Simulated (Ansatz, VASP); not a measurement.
RbBr: VASP beside Ansatz

The input INCAR:

```
PREC = Accurate ; ENCUT = 520
EDIFF = 1E-7 ; ISMEAR = 0
SIGMA = 0.05 ; LREAL = F
LASPH = T ; NELM = 100
ALGO = Normal ; ISIF = 2
LWAVE = F ; LCHARG = F
GGA = PS ; NBANDS = 15
```

Contents of KPOINTS:

```
Automatic mesh
0
Gamma
  6 6 6
```

The input POSCAR:

```
RbBr
1.0
    4.1260773000      0.0000000000      0.0000000000
    0.0000000000      4.1260773000      0.0000000000
    0.0000000000      0.0000000000      4.2292292325
Rb Br
1 1
Direct
    0.0000000000      0.0000000000      0.0000000000
    0.5000000000      0.5000000000      0.5000000000
```

Input for Ansatz:

```yaml
crystal:
  lattice:
    - [4.1260773, 0.0, 0.0]
    - [0.0, 4.1260773, 0.0]
    - [0.0, 0.0, 4.2292292325]
  atoms:
    - { symbol: Rb, position: [0.0, 0.0, 0.0] }
    - { symbol: Br, position: [0.5, 0.5, 0.5] }
basis:
  ecutwfc: 420
kpoints:
  mp_grid: { grid: [6, 6, 6] }
hamiltonian:
  xc: pbesol
scf:
  occupations: { method: gaussian, width: 0.05 }
output:
  forces: true
  stress: true
  eigenvalues: true
```

Change from the starting cell: strain +0.000 along x and y, +0.025 along z, atoms carried along.

Alike in both runs: task single point; functional PBEsol; k mesh 6 × 6 × 6; occupations gaussian, width 0.05 eV; no spin polarisation.

|  | VASP | Ansatz |
| --- | --- | --- |
| version | VASP 6.6.1 | Ansatz 0.2.0 |
| potentials or method | VASP PAW PBE potentials, release 64 (Rb_sv, Br), cutoff 520 eV | scalar-relativistic, plane waves, PAW |
| valence electrons in the cell | 16 | 16 |

|  | VASP | Ansatz | Ansatz less VASP |
| --- | --- | --- | --- |
| gap on the k mesh at the Fermi level (eV) | 3.79 | 3.79 | +0.001 |
| least direct gap on the mesh (eV) | 3.94 | 3.94 | 0.000 |
| pressure (GPa) | -0.9 | -0.9 | -0.04 |
| traceless stress, the component that is largest in VASP (GPa) | -0.47 | -0.47 | +0.001 |

VASP's potentials were made for PBE, not for PBEsol. The functional is the same, so the differences come from potentials, cutoffs and numerics.
